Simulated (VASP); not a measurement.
# PtSe2 (P1) in VASP: single point with PBE+D3(BJ)

Aim: the single point of PtSe2 with PBE+D3(BJ).

All numbers are computed with VASP 6.6.1; they aren't measurements. Logs are shortened: lines on timing, memory, paths and dates and some standing lists are left out, and cuts for length are marked.

**1. The cell of the first run**

The typed cell holds 6 atoms: a = 3.772 Å, b = 4.822 Å, c = 6.533 Å, α = 90.00°, β = 90.00°, γ = 90.00°.

**2. Single point, PBE+D3(BJ)**

Contents of INCAR:

```
SYSTEM = PtSe2
ALGO = Normal ; EDIFF = 1E-7
ENCUT = 520 ; GGA = PE
ISIF = 2 ; ISMEAR = 0
IVDW = 12 ; LASPH = .True.
LCHARG = .False. ; LREAL = .False.
LUSENCCL = .False. ; LWAVE = .False.
NBANDS = 31 ; NELM = 60
PREC = Accurate ; SIGMA = 0.15
```

Contents of KPOINTS:

```
k-points
0
Gamma
  10 8 6
  0 0 0
```

Contents of POSCAR:

```
PtSe2
1.0
   -3.7717024396      0.0000000000      0.0000000000
    0.0000000000      0.0000000000     -4.8218263533
    0.0000000000     -6.5327802564      0.0000000000
Pt Se
2 4
Direct
    0.4943757710      0.1084465365      0.4634611690
    0.0056242290     -0.1084465365      1.0365388310
    0.5417793504      0.7076377113      0.2157668829
   -0.0417793504      0.7612747943      0.6175664505
    0.0238206109      0.2510541802      0.3992224530
    0.4761793891      0.2800333142      0.7674442136
```

Potentials or basis: VASP PAW PBE potentials, release 64 (Pt, Se).

Run with:

```bash
> cat potpaw_PBE.64/Pt/POTCAR potpaw_PBE.64/Se/POTCAR > POTCAR
> mpirun -np 1 vasp_std > vasp.out
```

OUTCAR:

```text
SYSTEM = PtSe2
   EDIFF = 1E-7
   ENCUT = 520
   GGA = PE
   ISIF = 2
   ISMEAR = 0
   IVDW = 12
   LASPH = .True.
   LREAL = .False.
   NELM = 60
   PREC = Accurate
 IVDW          = 12

 ion  position               nearest neighbor table
   1  0.494  0.108  0.463-   5 1.95   6 2.15   5 2.15   3 2.53   4 2.62   4 2.81
   2  0.006  0.892  0.037-   3 2.28   3 2.50   4 2.81   5 2.94   6 3.12
   3  0.542  0.708  0.216-   2 2.28   2 2.50   1 2.53
   4  0.958  0.761  0.618-   1 2.62   5 2.77   1 2.81   2 2.81
   5  0.024  0.251  0.399-   1 1.95   1 2.15   4 2.77   2 2.94
   6  0.476  0.280  0.767-   1 2.15   2 3.12

  LATTYP: Found a simple orthorhombic cell.
 ALAT       =     3.7717024396
 B/A-ratio  =     1.2784217288
 C/A-ratio  =     1.7320508076

  Lattice vectors:

 A1 = (  -3.7717024396,   0.0000000000,   0.0000000000)
 A2 = (   0.0000000000,   0.0000000000,  -4.8218263533)
 A3 = (   0.0000000000,  -6.5327802564,   0.0000000000)

Analysis of symmetry for initial positions (statically):
=====================================================================
 Subroutine PRICEL returns:
 Original cell was already a primitive cell.

 Routine SETGRP: Setting up the symmetry group for a
 simple orthorhombic supercell.

 Subroutine GETGRP returns: Found  1 space group operations
 (whereof  1 operations were pure point group operations)
 out of a pool of  8 trial point group operations.

The static configuration has the point symmetry C_1 .

Analysis of symmetry for dynamics (positions and initial velocities):
=====================================================================
 Subroutine PRICEL returns:
 Original cell was already a primitive cell.

 Routine SETGRP: Setting up the symmetry group for a
 simple orthorhombic supercell.

 Subroutine GETGRP returns: Found  1 space group operations
 (whereof  1 operations were pure point group operations)
 out of a pool of  8 trial point group operations.

The dynamic configuration has the point symmetry C_1 .

 Subroutine INISYM returns: Found  1 space group operations
 (whereof  1 operations are pure point group operations),
 and found     1 'primitive' translations

----------------------------------------------------------------------------------------

                                     Primitive cell

  volume of cell :     118.8084

  direct lattice vectors                    reciprocal lattice vectors
    -3.771702440  0.000000000  0.000000000    -0.265132262 -0.000000000 -0.000000000
     0.000000000  0.000000000 -4.821826353    -0.000000000 -0.000000000 -0.207390297
     0.000000000 -6.532780256  0.000000000    -0.000000000 -0.153074183 -0.000000000

  length of vectors
     3.771702440  4.821826353  6.532780256     0.265132262  0.207390297  0.153074183

  position of ions in fractional coordinates (direct lattice)
     0.494375771  0.108446536  0.463461169
     0.005624229  0.891553464  0.036538831
     0.541779350  0.707637711  0.215766883
     0.958220650  0.761274794  0.617566451
     0.023820611  0.251054180  0.399222453
     0.476179389  0.280033314  0.767444214

  ion indices of the primitive-cell ions
   primitive index   ion index
                 1           1
                 2           2
                 3           3
                 4           4
                 5           5
                 6           6

----------------------------------------------------------------------------------------

 KPOINTS: k-points

Automatic generation of k-mesh.
 Grid dimensions read from file:
 generate k-points for:   10    8    6

 Generating k-lattice:

  Cartesian coordinates                     Fractional coordinates (reciprocal lattice)
    -0.026513226 -0.000000000 -0.000000000     0.100000000  0.000000000  0.000000000
    -0.000000000 -0.000000000 -0.025923787     0.000000000  0.125000000  0.000000000
    -0.000000000 -0.025512364 -0.000000000     0.000000000  0.000000000  0.166666667

  Length of vectors
     0.026513226  0.025923787  0.025512364

  Shift w.r.t. Gamma in fractional coordinates (k-lattice)
     0.000000000  0.000000000  0.000000000

 Subroutine IBZKPT returns following result:
 ===========================================

 Found    244 irreducible k-points:

 Following reciprocal coordinates:
            Coordinates               Weight
  0.000000  0.000000  0.000000      1.000000
  0.100000  0.000000  0.000000      2.000000
  0.200000  0.000000  0.000000      2.000000
  0.300000  0.000000  0.000000      2.000000
  0.400000  0.000000  0.000000      2.000000
  0.500000  0.000000  0.000000      1.000000
[... 16 lines left out ...]
  0.300000 -0.250000  0.000000      2.000000
  0.400000  0.250000  0.000000      2.000000
 [... further k-points ...]
   k-points           NKPTS =    244   k-points in BZ     NKDIM =    244   number of bands    NBANDS=     31
   number of dos      NEDOS =    301   number of ions     NIONS =      6
   total plane-waves  NPLWV =  50400
   dimension x,y,z NGX =    28 NGY =   36 NGZ =   50
   dimension x,y,z NGXF=    56 NGYF=   72 NGZF=  100
   ions per type =               2   4
   NGX,Y,Z   is equivalent  to a cutoff of  12.34, 12.41, 12.72 a.u.
   NGXF,Y,Z  is equivalent  to a cutoff of  24.68, 24.82, 25.45 a.u.
 SYSTEM =  PtSe2
   PREC   = accura    normal or accurate (medium, high low for compatibility)
   ISTART =      0    job   : 0-new  1-cont  2-samecut
   ICHARG =      2    charge: 1-file 2-atom 10-const
   ISPIN  =      1    spin polarized calculation?
   LNONCOLLINEAR =      F non collinear calculations
   LSORBIT =      F    spin-orbit coupling
   LASPH  =      T    aspherical Exc in radial PAW
   ENCUT  =  520.0 eV  38.22 Ry    6.18 a.u.   7.01  8.97 12.15*2*pi/ulx,y,z
   NELM   =     60;   NELMIN=  2; NELMDL= -5     # of ELM steps
   EDIFF  = 0.1E-06   stopping-criterion for ELM
   LREAL  =      F    real-space projection
   EDIFFG = 0.1E-05   stopping-criterion for IOM
   NSW    =      0    number of steps for IOM
   IBRION =     -1    ionic relax: 0-MD 1-quasi-New 2-CG
   NFREE  =      0    steps in history (QN), initial steepest desc. (CG)
   ISIF   =      2    stress and relaxation
   ISYM   =      2    0-nonsym 1-usesym 2-fastsym
   POTIM  = 0.5000    time-step for ionic-motion
   TEBEG  =    0.0;   TEEND  =   0.0 temperature during run
   PSTRESS=    0.0 pullay stress
   NELECT =      44.0000    total number of electrons
   NUPDOWN=      -1.0000    fix difference up-down
   EMIN   =  10.00;   EMAX   =-10.00  energy-range for DOS
   EFERMI =   0.00;   METHOD = LEGACY
   ISMEAR =     0;   SIGMA  =   0.15  broadening in eV -4-tet -1-fermi 0-gaus
   EFERMI_NEDOS =   21; number of points for ismear=-14 and -15
   IALGO  =     38    algorithm
   IMIX   =      4    mixing-type and parameters
     AMIX     =   0.40;   BMIX     =  1.00
     AMIX_MAG =   1.60;   BMIX_MAG =  1.00
  volume/ion in A,a.u.               =      19.80       133.63
  Fermi-wavevector in a.u.,A,eV,Ry     =   1.175646  2.221650 18.805216  1.382144
  Thomas-Fermi vector in A             =   2.312024
   LORBIT       =      0    0 simple, 1 ext, 2 COOP (PROOUT), +10 PAW based schemes
   GGA     = PE    functional components
   LHFCALC =     F    Hartree Fock is set to
   AEXX    =    0.0000 exact exchange contribution
   IVDW    =    12    specifies the selected vdW correction
   LEPSILON=     F    determine dielectric tensor
   LRPA    =     F    only Hartree local field effects (RPA)
 non-spin polarized calculation
 Gauss-broadening in eV      SIGMA  =   0.15
  energy-cutoff  :      520.00
  volume of cell :      118.81
 maximum number of plane-waves:      3232
   NGX = 15   NGY = 17   NGZ = 25

 number of electron      43.9999999 magnetization

 Free energy of the ion-electron system (eV)
  ---------------------------------------------------
  ext. energy  EPLUGINS =         0.00000000
  ---------------------------------------------------
  free energy    TOTEN  =       -20.07716006 eV

  energy without entropy =      -20.03448538  energy(sigma->0) =      -20.05582272

 E-fermi :   6.6114     XC(G=0): -10.7356

 val. band max:        6.6055431020   @ k =   0.5000   0.2500   0.3333
 cond. band min:       6.6131294882   @ k =   0.3000  -0.2500  -0.3333
 fundamental gap:      0.0075863862
 Fermi energy:         6.6113570521

 k-point     1 :       0.0000    0.0000    0.0000
  band No.  band energies     occupation
      1     -10.7229      2.00000
      2      -7.7308      2.00000
      3      -7.3109      2.00000
      4      -6.1077      2.00000
      5      -1.6471      2.00000
      6      -1.4523      2.00000
[... 23 lines left out ...]
     30      13.3202      0.00000
     31      13.5592      0.00000

 k-point     2 :       0.1000    0.0000    0.0000
  band No.  band energies     occupation
      1     -10.6089      2.00000
      2      -7.6975      2.00000
      3      -7.2794      2.00000
      4      -6.1385      2.00000
      5      -1.9724      2.00000
      6      -1.1195      2.00000
[... 23 lines left out ...]
     30      13.1180      0.00000
     31      13.8788      0.00000

 k-point     3 :       0.2000    0.0000    0.0000
  band No.  band energies     occupation
      1     -10.2828      2.00000
      2      -7.6214      2.00000
      3      -7.1920      2.00000
      4      -6.2321      2.00000
      5      -2.2734      2.00000
      6      -1.0867      2.00000
[... 23 lines left out ...]
     30      12.9811      0.00000
     31      14.1092      0.00000

 k-point     4 :       0.3000    0.0000    0.0000
  band No.  band energies     occupation
      1      -9.7994      2.00000
      2      -7.5738      2.00000
      3      -7.0676      2.00000
      4      -6.3813      2.00000
      5      -2.4781      2.00000
      6      -1.4274      2.00000
[... 635 lines left out ...]
     30      13.6876      0.00000
     31      14.4359      0.00000

 k-point    23 :       0.3000   -0.2500    0.0000
  band No.  band energies     occupation
      1      -9.5916      2.00000
      2      -7.6505      2.00000
      3      -7.0734      2.00000
      4      -6.7165      2.00000
      5      -2.3475      2.00000
      6      -1.4017      2.00000
[... 23 lines left out ...]
     30      13.7853      0.00000
     31      14.5295      0.00000

 k-point    24 :       0.4000    0.2500    0.0000
  band No.  band energies     occupation
      1      -9.1414      2.00000
      2      -7.5824      2.00000
      3      -6.9678      2.00000
      4      -6.7493      2.00000
      5      -2.6815      2.00000
      6      -1.8469      2.00000
[... 23 lines left out ...]
     30      14.1254      0.00000
     31      14.5579      0.00000

 [... further k-points ...]

------------------------ aborting loop because EDIFF is reached ----------------------------------------

 Edisp (eV)   -2.95153

 E8    (eV) :    -1.2666

  FORCE on cell =-STRESS in cart. coord.  units (eV):
  Direction    XX          YY          ZZ          XY          YZ          ZX
  --------------------------------------------------------------------------------------
  -------------------------------------------------------------------------------------
  Total      39.95562    15.67334    12.15243     2.21572     1.10791    -4.85607
  in kB     538.81713   211.36107   163.88021    29.87981    14.94066   -65.48601
  external pressure =      304.69 kB  Pullay stress =        0.00 kB

 VOLUME and BASIS-vectors are now :
 -----------------------------------------------------------------------------
  energy-cutoff  :      520.00
  volume of cell :      118.81
      direct lattice vectors                 reciprocal lattice vectors
    -3.771702440  0.000000000  0.000000000    -0.265132262 -0.000000000 -0.000000000
     0.000000000  0.000000000 -4.821826353    -0.000000000 -0.000000000 -0.207390297
     0.000000000 -6.532780256  0.000000000    -0.000000000 -0.153074183 -0.000000000

 POSITION                                       TOTAL-FORCE (eV/Angst)
 -----------------------------------------------------------------------------------
     -1.86464     -3.02769     -0.52291        -7.754073     -0.878903     10.444426
     -0.02121     -0.23870     -4.29892        -1.318102      2.062884     -1.205892
     -2.04343     -1.40956     -3.41211         1.440663      1.081255      0.400513
     -3.61412     -4.03443     -3.67073        -0.376034     -2.099059      2.159989
     -0.08984     -2.60803     -1.21054         8.000880      6.733228     -8.825716
     -1.79601     -5.01354     -1.35027         0.006667     -6.899406     -2.973320
 -----------------------------------------------------------------------------------
    total drift:                               -0.000166     -0.000261      0.000008

  FREE ENERGIE OF THE ION-ELECTRON SYSTEM (eV)
  ---------------------------------------------------
  free  energy   TOTEN  =       -23.0286905222 eV

  energy  without entropy=      -22.9860158443  energy(sigma->0) =      -23.00735318
```

Wall time 11 min (1 × NVIDIA H100 80GB with 1 thread of AMD EPYC 7R13 (Zen 3), shared host); peak memory 1.8 GiB.

What came out:

| Property | Result |
| --- | --- |
| Free energy | -23.0287 eV |
| Pressure | 30.5 GPa |
| Largest force | 13.684 eV/Å |
| Band gap on the k mesh | zero (bands 22 and 23 overlap by 1.13 eV) |
| Dispersion energy per atom | -0.492 eV |

Forces in eV/Å, atoms in the order of the input:
```
Pt  -7.754 -0.879 10.444
Pt  -1.318  2.063 -1.206
Se   1.441  1.081  0.401
Se  -0.376 -2.099  2.160
Se   8.001  6.733 -8.826
Se   0.007 -6.899 -2.973
```

Levels at points of the mesh, in eV from the Fermi level:
| k point | band 19 | band 20 | band 21 | band 22 | band 23 | band 24 | band 25 | band 26 |
| --- | --- | --- | --- | --- | --- | --- | --- | --- |
| (0.00, 0.00, 0.00) | -1.20 | -0.65 | 0.08 | 0.23 | 1.01 | 1.24 | 2.16 | 2.46 |
| (0.50, 0.00, 0.00) | -2.04 | -1.55 | -1.24 | -1.01 | -0.30 | 0.16 | 1.14 | 1.57 |
| (0.00, 0.50, 0.00) | -1.80 | -1.11 | -0.71 | 0.29 | 0.76 | 1.47 | 2.16 | 2.49 |
| (0.50, 0.50, 0.00) | -2.05 | -2.02 | -1.46 | -1.01 | 0.14 | 0.99 | 1.31 | 2.87 |
| (0.00, 0.00, 0.50) | -1.24 | -0.76 | -0.45 | -0.26 | 0.95 | 1.24 | 2.17 | 2.57 |
| (0.50, 0.00, 0.50) | -2.25 | -2.00 | -1.33 | -1.12 | -0.46 | -0.21 | 1.43 | 2.36 |
| (0.00, 0.50, 0.50) | -1.21 | -0.79 | -0.59 | 0.14 | 0.58 | 0.80 | 1.66 | 1.74 |
| (0.50, 0.50, 0.50) | -1.83 | -1.43 | -0.84 | -0.44 | 0.05 | 0.42 | 0.95 | 2.03 |

Caveat: the stress differs along the axes, from 16 to 54 GPa; spin-orbit coupling is left out, which moves the levels of the heavy elements; forces of over 1 eV/Å act on the atoms, so gaps and moduli don't describe the material at rest.
